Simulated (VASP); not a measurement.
# TiPt3 (Pm-3m) in VASP: notebook

TiPt3 is run at these levels: PBE, LDA; tasks: single point.

All numbers are computed with VASP 6.6.1; they aren't measurements. Logs are shortened: lines on timing, memory, paths and dates and some standing lists are left out, and cuts for length are marked.

**1. The cell of the first run**

The structure is cubic, space group Pm-3m (No. 221). Conventional cell: a = 3.844 Å, b = 3.844 Å, c = 3.844 Å, α = 90.00°, β = 90.00°, γ = 90.00°. Pt (site symmetry 4/mmm) has 8 Pt at 2.72 Å and 4 Ti at 2.72 Å within 3.6 Å. Within 3.6 Å of Ti (site symmetry m-3m) lie 12 Pt at 2.72 Å.

**2. Single point, PBE**

INCAR

```
PREC = Accurate
ENCUT = 520
EDIFF = 1E-7
ISMEAR = -1
SIGMA = 0.05
LREAL = F
LASPH = T
NELM = 60
ALGO = Normal
ISIF = 2
LWAVE = F
LCHARG = F
GGA = PE
NBANDS = 29
```

KPOINTS

```
Automatic mesh
0
Gamma
  7 7 7
```

POSCAR

```
TiPt3
1.0
    3.8443313815      0.0000000000      0.0000000000
    0.0000000000      3.8443313815      0.0000000000
    0.0000000000      0.0000000000      3.8443313815
Pt Ti
3 1
Direct
    0.5000000000      0.5000000000      0.0000000000
    0.5000000000      0.0000000000      0.5000000000
    0.0000000000      0.5000000000      0.5000000000
    0.0000000000      0.0000000000      0.0000000000
```

Potentials or basis: VASP PAW PBE potentials, release 64 (Pt, Ti_sv).

Command:

```
cat potpaw_PBE.64/Pt/POTCAR potpaw_PBE.64/Ti_sv/POTCAR > POTCAR
mpirun -np 1 vasp_std > vasp.out
```

OUTCAR:

```text
PREC = Accurate
   ENCUT = 520
   EDIFF = 1E-7
   ISMEAR = -1
   LREAL = F
   LASPH = T
   NELM = 60
   ISIF = 2
   GGA = PE

 ion  position               nearest neighbor table
   1  0.500  0.500  0.000-   2 2.72   3 2.72   4 2.72   2 2.72   3 2.72   2 2.72   4 2.72   2 2.72
                             3 2.72   4 2.72   3 2.72   4 2.72
   2  0.500  0.000  0.500-   1 2.72   3 2.72   4 2.72   1 2.72   4 2.72   1 2.72   3 2.72   1 2.72
                             3 2.72   4 2.72   4 2.72   3 2.72
   3  0.000  0.500  0.500-   1 2.72   2 2.72   4 2.72   1 2.72   4 2.72   2 2.72   4 2.72   4 2.72
                             1 2.72   2 2.72   1 2.72   2 2.72
   4  0.000  0.000  0.000-   1 2.72   2 2.72   3 2.72   2 2.72   3 2.72   1 2.72   3 2.72   3 2.72
                             1 2.72   2 2.72   2 2.72   1 2.72

  LATTYP: Found a simple cubic cell.
 ALAT       =     3.8443313815

  Lattice vectors:

 A1 = (   3.8443313815,   0.0000000000,   0.0000000000)
 A2 = (   0.0000000000,   3.8443313815,   0.0000000000)
 A3 = (   0.0000000000,   0.0000000000,   3.8443313815)

Analysis of symmetry for initial positions (statically):
=====================================================================
 Subroutine PRICEL returns:
 Original cell was already a primitive cell.

 Routine SETGRP: Setting up the symmetry group for a
 simple cubic supercell.

 Subroutine GETGRP returns: Found 48 space group operations
 (whereof 48 operations were pure point group operations)
 out of a pool of 48 trial point group operations.

The static configuration has the point symmetry O_h .

Analysis of symmetry for dynamics (positions and initial velocities):
=====================================================================
 Subroutine PRICEL returns:
 Original cell was already a primitive cell.

 Routine SETGRP: Setting up the symmetry group for a
 simple cubic supercell.

 Subroutine GETGRP returns: Found 48 space group operations
 (whereof 48 operations were pure point group operations)
 out of a pool of 48 trial point group operations.

The dynamic configuration has the point symmetry O_h .

 Subroutine INISYM returns: Found 48 space group operations
 (whereof 48 operations are pure point group operations),
 and found     1 'primitive' translations

----------------------------------------------------------------------------------------

                                     Primitive cell

  volume of cell :      56.8149
[... 87 lines left out ...]
   NELM   =     60;   NELMIN=  2; NELMDL= -5     # of ELM steps
   EDIFF  = 0.1E-06   stopping-criterion for ELM
   LREAL  =      F    real-space projection
   EDIFFG = 0.1E-05   stopping-criterion for IOM
   NSW    =      0    number of steps for IOM
   IBRION =     -1    ionic relax: 0-MD 1-quasi-New 2-CG
   NFREE  =      0    steps in history (QN), initial steepest desc. (CG)
   ISIF   =      2    stress and relaxation
   ISYM   =      2    0-nonsym 1-usesym 2-fastsym
   POTIM  = 0.5000    time-step for ionic-motion
   TEBEG  =    0.0;   TEEND  =   0.0 temperature during run
   PSTRESS=    0.0 pullay stress
   NELECT =      42.0000    total number of electrons
   NUPDOWN=      -1.0000    fix difference up-down
   EMIN   =  10.00;   EMAX   =-10.00  energy-range for DOS
   EFERMI =   0.00;   METHOD = LEGACY
   ISMEAR =    -1;   SIGMA  =   0.05  broadening in eV -4-tet -1-fermi 0-gaus
   EFERMI_NEDOS =   21; number of points for ismear=-14 and -15
   IALGO  =     38    algorithm
   IMIX   =      4    mixing-type and parameters
     AMIX     =   0.40;   BMIX     =  1.00
     AMIX_MAG =   1.60;   BMIX_MAG =  1.00
  volume/ion in A,a.u.               =      14.20        95.85
  Fermi-wavevector in a.u.,A,eV,Ry     =   1.480257  2.797280 29.812551  2.191161
  Thomas-Fermi vector in A             =   2.594313
   LORBIT       =      0    0 simple, 1 ext, 2 COOP (PROOUT), +10 PAW based schemes
   GGA     = PE    functional components
   LHFCALC =     F    Hartree Fock is set to
   AEXX    =    0.0000 exact exchange contribution
   IVDW    =     0    specifies the selected vdW correction
   LEPSILON=     F    determine dielectric tensor
   LRPA    =     F    only Hartree local field effects (RPA)
 non-spin polarized calculation
  energy-cutoff  :      520.00
  volume of cell :       56.81
 maximum number of plane-waves:      1551
 NGX is ok and might be reduce to    30
   NGX = 15   NGY = 15   NGZ = 15

 number of electron      41.9999996 magnetization

 Free energy of the ion-electron system (eV)
  ---------------------------------------------------
  ext. energy  EPLUGINS =         0.00000000
  ---------------------------------------------------
  free energy    TOTEN  =       -29.24890875 eV

  energy without entropy =      -29.23568313  energy(sigma->0) =      -29.24229594

 E-fermi :  12.6602     XC(G=0): -13.5228

 val. band max:       12.4902772536   @ k =   0.4286   0.0000   0.0000
 cond. band min:      12.7018275325   @ k =   0.4286   0.1429   0.1429
 fundamental gap:      0.2115502789
 Fermi energy:        12.6602217190

 k-point     1 :       0.0000    0.0000    0.0000
  band No.  band energies     occupation
      1     -45.4934      2.00000
      2     -21.7284      2.00000
      3     -21.7284      2.00000
      4     -21.7284      2.00000
      5       1.9846      2.00000
      6       4.7395      2.00000
[... 629 lines left out ...]
     28      14.5088      0.00000
     29      18.6752      0.00000

------------------------ aborting loop because EDIFF is reached ----------------------------------------

  FORCE on cell =-STRESS in cart. coord.  units (eV):
  Direction    XX          YY          ZZ          XY          YZ          ZX
  --------------------------------------------------------------------------------------
  -------------------------------------------------------------------------------------
  Total        7.9886429      7.9886429      7.9886429      0.0000000      0.0000000      0.0000000
  in kB      225.2792221    225.2792221    225.2792221      0.0000000      0.0000000      0.0000000
  external PRESSURE =     225.2792221 kB  Pullay stress =       0.0000000 kB

 VOLUME and BASIS-vectors are now :
 -----------------------------------------------------------------------------
  energy-cutoff  :      520.00
  volume of cell :       56.81
      direct lattice vectors                 reciprocal lattice vectors
     3.844331381  0.000000000  0.000000000     0.260123257  0.000000000  0.000000000
     0.000000000  3.844331381  0.000000000     0.000000000  0.260123257  0.000000000
     0.000000000  0.000000000  3.844331381     0.000000000  0.000000000  0.260123257

 POSITION                                       TOTAL-FORCE (eV/Angst)
 -----------------------------------------------------------------------------------
      1.92217      1.92217      0.00000         0.000000      0.000000      0.000000
      1.92217      0.00000      1.92217         0.000000      0.000000      0.000000
      0.00000      1.92217      1.92217         0.000000      0.000000      0.000000
      0.00000      0.00000      0.00000         0.000000      0.000000      0.000000
 -----------------------------------------------------------------------------------
    total drift:                                0.000000      0.000000     -0.000000

  FREE ENERGIE OF THE ION-ELECTRON SYSTEM (eV)
  ---------------------------------------------------
  free  energy   TOTEN  =       -29.2489087499 eV

  energy  without entropy=      -29.2356831276  energy(sigma->0) =      -29.24229594
```

OSZICAR:

```text
N       E                     dE             d eps       ncg     rms          rms(c)
DAV:   1     0.384099750556E+03    0.38410E+03   -0.21059E+04  1160   0.157E+03
DAV:   2    -0.560619301084E+01   -0.38971E+03   -0.37019E+03  1233   0.409E+02
DAV:   3    -0.312305226658E+02   -0.25624E+02   -0.24550E+02  1391   0.101E+02
DAV:   4    -0.321186728037E+02   -0.88815E+00   -0.88349E+00  1518   0.172E+01
DAV:   5    -0.321419722568E+02   -0.23299E-01   -0.23298E-01  1365   0.267E+00    0.250E+01
DAV:   6    -0.304154175632E+02    0.17266E+01   -0.94081E+00  1245   0.276E+01    0.138E+01
DAV:   7    -0.302355435810E+02    0.17987E+00   -0.17916E+01  1432   0.278E+01    0.116E+01
DAV:   8    -0.293540786656E+02    0.88146E+00   -0.99437E-01  1256   0.988E+00    0.443E+00
DAV:   9    -0.293338187296E+02    0.20260E-01   -0.12645E+00  1625   0.663E+00    0.296E+00
DAV:  10    -0.292495943988E+02    0.84224E-01   -0.29583E-01  1341   0.403E+00    0.481E-01
DAV:  11    -0.292546584351E+02   -0.50640E-02   -0.76405E-03  1369   0.738E-01    0.757E-01
DAV:  12    -0.292489000113E+02    0.57584E-02   -0.17847E-02  1468   0.924E-01    0.356E-02
DAV:  13    -0.292489092543E+02   -0.92430E-05   -0.30227E-04  1305   0.119E-01    0.144E-02
DAV:  14    -0.292489137851E+02   -0.45307E-05   -0.29229E-05  1638   0.392E-02    0.254E-02
DAV:  15    -0.292489087949E+02    0.49902E-05   -0.14643E-05  1268   0.315E-02    0.409E-03
DAV:  16    -0.292489087499E+02    0.45007E-07   -0.99713E-07  1413   0.699E-03
   1 F= -.29248909E+02 E0= -.29242296E+02  d E =-.132256E-01
```

stdout:

```text
POSCAR found type information on POSCAR PtTi
 POSCAR found :  2 types and       4 ions
 scaLAPACK will be used
 LDA part: xc-table for (Slater+PW92), standard interpolation
 POSCAR, INCAR and KPOINTS ok, starting setup
 FFT: planning ... GRIDC
 FFT: planning ... GRID_SOFT
 FFT: planning ... GRID
 WAVECAR not read
 entering main loop
```

It took 34 s on 1 thread of Intel Xeon Platinum 8259CL at 2.50GHz (Skylake/Cascade Lake), shared host; peak memory 0.18 GiB.

Results:

```
Free energy            : -29.2489 eV
Pressure               : 22.5 GPa
Band gap on the k mesh : zero (bands 21 and 22 overlap by 1.63 eV)
```

Caveat: the cell stands under pressure; spin-orbit coupling is left out, which moves the levels of the heavy elements.

**3. Single point, LDA**

This run uses another cell than the first one, of 14.50 Å³/atom.

INCAR

```
SYSTEM = TiPt3
PREC     = Accurate       ! precision mode
ENCUT    = 520            ! plane-wave cutoff, eV
EDIFF    = 1E-6           ! SCF threshold, eV
ISMEAR   = -1             ! smearing method
SIGMA    = 0.05           ! smearing width, eV
LREAL    = .FALSE.        ! projectors in reciprocal space
LASPH    = .TRUE.         ! aspherical terms in the spheres
NELM     = 80             ! most SCF steps
ALGO     = Normal         ! electronic algorithm
ISIF     = 2              ! what is computed and relaxed
LWAVE    = .FALSE.        ! write WAVECAR
LCHARG   = .FALSE.        ! write CHGCAR
NBANDS   = 29             ! bands
```

KPOINTS

```
Automatic mesh
0
G
  7 7 7
  0 0 0
```

POSCAR

```
TiPt3
1.0
    3.8708448495      0.0000000000      0.0000000000
    0.0000000000      3.8708448495      0.0000000000
    0.0000000000      0.0000000000      3.8708448495
Pt Ti
3 1
Direct
    0.5000000000      0.5000000000      0.0000000000
    0.5000000000      0.0000000000      0.5000000000
    0.0000000000      0.5000000000      0.5000000000
    0.0000000000      0.0000000000      0.0000000000
```

Potentials or basis: VASP PAW LDA potentials, release 64 (Pt, Ti_sv).

Command:

```
cat potpaw_LDA.64/Pt/POTCAR potpaw_LDA.64/Ti_sv/POTCAR > POTCAR
mpirun -np 1 vasp_std > vasp.out
```

OUTCAR:

```text
SYSTEM = TiPt3
   PREC = Accurate
   ENCUT = 520
   EDIFF = 1E-6
   ISMEAR = -1
   LREAL = .FALSE.
   LASPH = .TRUE.
   NELM = 80
   ISIF = 2

 ion  position               nearest neighbor table
   1  0.500  0.500  0.000-   2 2.74   3 2.74   4 2.74   2 2.74   3 2.74   2 2.74   4 2.74   2 2.74
                             3 2.74   4 2.74   3 2.74   4 2.74
   2  0.500  0.000  0.500-   1 2.74   3 2.74   4 2.74   1 2.74   4 2.74   1 2.74   3 2.74   1 2.74
                             3 2.74   4 2.74   4 2.74   3 2.74
   3  0.000  0.500  0.500-   1 2.74   2 2.74   4 2.74   1 2.74   4 2.74   2 2.74   4 2.74   4 2.74
                             1 2.74   2 2.74   1 2.74   2 2.74
   4  0.000  0.000  0.000-   1 2.74   2 2.74   3 2.74   2 2.74   3 2.74   1 2.74   3 2.74   3 2.74
                             1 2.74   2 2.74   2 2.74   1 2.74

  LATTYP: Found a simple cubic cell.
 ALAT       =     3.8708448495

  Lattice vectors:

 A1 = (   3.8708448495,   0.0000000000,   0.0000000000)
 A2 = (   0.0000000000,   3.8708448495,   0.0000000000)
 A3 = (   0.0000000000,   0.0000000000,   3.8708448495)

Analysis of symmetry for initial positions (statically):
[... 170 lines left out ...]
  energy without entropy =      -34.61407827  energy(sigma->0) =      -34.62077396

 E-fermi :  12.1063     XC(G=0): -13.6206

 val. band max:       11.9528936216   @ k =   0.4286   0.0000   0.0000
 cond. band min:      12.1374949562   @ k =   0.0000   0.0000   0.0000
 fundamental gap:      0.1846013346
 Fermi energy:        12.1062626517

 k-point     1 :       0.0000    0.0000    0.0000
  band No.  band energies     occupation
      1     -45.3400      2.00000
      2     -21.9565      2.00000
      3     -21.9565      2.00000
      4     -21.9565      2.00000
      5       1.6563      2.00000
      6       4.4238      2.00000
[... 629 lines left out ...]
     28      13.9078      0.00000
     29      17.9706      0.00000

------------------------ aborting loop because EDIFF is reached ----------------------------------------

  FORCE on cell =-STRESS in cart. coord.  units (eV):
  Direction    XX          YY          ZZ          XY          YZ          ZX
  --------------------------------------------------------------------------------------
  -------------------------------------------------------------------------------------
  Total        0.4460141      0.4460141      0.4460141     -0.0000000     -0.0000000      0.0000000
  in kB       12.3208849     12.3208849     12.3208849     -0.0000000     -0.0000000      0.0000000
  external PRESSURE =      12.3208849 kB  Pullay stress =       0.0000000 kB

 VOLUME and BASIS-vectors are now :
 -----------------------------------------------------------------------------
  energy-cutoff  :      520.00
  volume of cell :       58.00
      direct lattice vectors                 reciprocal lattice vectors
     3.870844850  0.000000000  0.000000000     0.258341535  0.000000000  0.000000000
     0.000000000  3.870844850  0.000000000     0.000000000  0.258341535  0.000000000
     0.000000000  0.000000000  3.870844850     0.000000000  0.000000000  0.258341535

 POSITION                                       TOTAL-FORCE (eV/Angst)
 -----------------------------------------------------------------------------------
      1.93542      1.93542      0.00000         0.000000      0.000000      0.000000
      1.93542      0.00000      1.93542         0.000000      0.000000      0.000000
      0.00000      1.93542      1.93542         0.000000      0.000000      0.000000
      0.00000      0.00000      0.00000         0.000000      0.000000      0.000000
 -----------------------------------------------------------------------------------
    total drift:                                0.000000      0.000000     -0.000000

  FREE ENERGIE OF THE ION-ELECTRON SYSTEM (eV)
  ---------------------------------------------------
  free  energy   TOTEN  =       -34.6274696428 eV

  energy  without entropy=      -34.6140782697  energy(sigma->0) =      -34.62077396
```

OSZICAR:

```text
N       E                     dE             d eps       ncg     rms          rms(c)
DAV:   1     0.371876344491E+03    0.37188E+03   -0.20912E+04  1160   0.157E+03
DAV:   2    -0.113596540945E+02   -0.38324E+03   -0.36421E+03  1235   0.406E+02
DAV:   3    -0.370536448988E+02   -0.25694E+02   -0.24566E+02  1459   0.100E+02
DAV:   4    -0.378652635112E+02   -0.81162E+00   -0.80822E+00  1469   0.165E+01
DAV:   5    -0.378881891505E+02   -0.22926E-01   -0.22923E-01  1433   0.267E+00    0.241E+01
DAV:   6    -0.358468973708E+02    0.20413E+01   -0.10022E+01  1250   0.284E+01    0.135E+01
DAV:   7    -0.356924692424E+02    0.15443E+00   -0.19194E+01  1466   0.287E+01    0.111E+01
DAV:   8    -0.347505803440E+02    0.94189E+00   -0.98903E-01  1253   0.957E+00    0.447E+00
DAV:   9    -0.347243722534E+02    0.26208E-01   -0.13890E+00  1644   0.683E+00    0.312E+00
DAV:  10    -0.346278479090E+02    0.96524E-01   -0.35846E-01  1347   0.432E+00    0.425E-01
DAV:  11    -0.346326397243E+02   -0.47918E-02   -0.85860E-03  1325   0.761E-01    0.713E-01
DAV:  12    -0.346274675961E+02    0.51721E-02   -0.16210E-02  1504   0.854E-01    0.357E-02
DAV:  13    -0.346274703584E+02   -0.27623E-05   -0.25314E-04  1280   0.109E-01    0.121E-02
DAV:  14    -0.346274761762E+02   -0.58178E-05   -0.30564E-05  1605   0.425E-02    0.255E-02
DAV:  15    -0.346274700422E+02    0.61340E-05   -0.12287E-05  1201   0.284E-02    0.594E-03
DAV:  16    -0.346274696428E+02    0.39941E-06   -0.12735E-06   868   0.820E-03
   1 F= -.34627470E+02 E0= -.34620774E+02  d E =-.133914E-01
```

Wall time 34 s (1 thread of Intel Xeon Platinum 8259CL at 2.50GHz (Skylake/Cascade Lake), shared host); peak memory 0.16 GiB.

Results:

```yaml
Free_energy: -34.6275 eV
Pressure: 1.2 GPa
Band_gap_on_the_k_mesh: zero (bands 21 and 22 overlap by 1.57 eV)
```

Levels at points of the mesh, in eV from the Fermi level:
```
           k point  band 18  band 19  band 20  band 21  band 22  band 23  band 24  band 25
(0.00, 0.00, 0.00)     0.03     0.03     0.03     1.41     1.41     1.58     1.58     1.58
```

Caveat: spin-orbit coupling is left out, which moves the levels of the heavy elements.

(Part 1 of 2 ends here.)
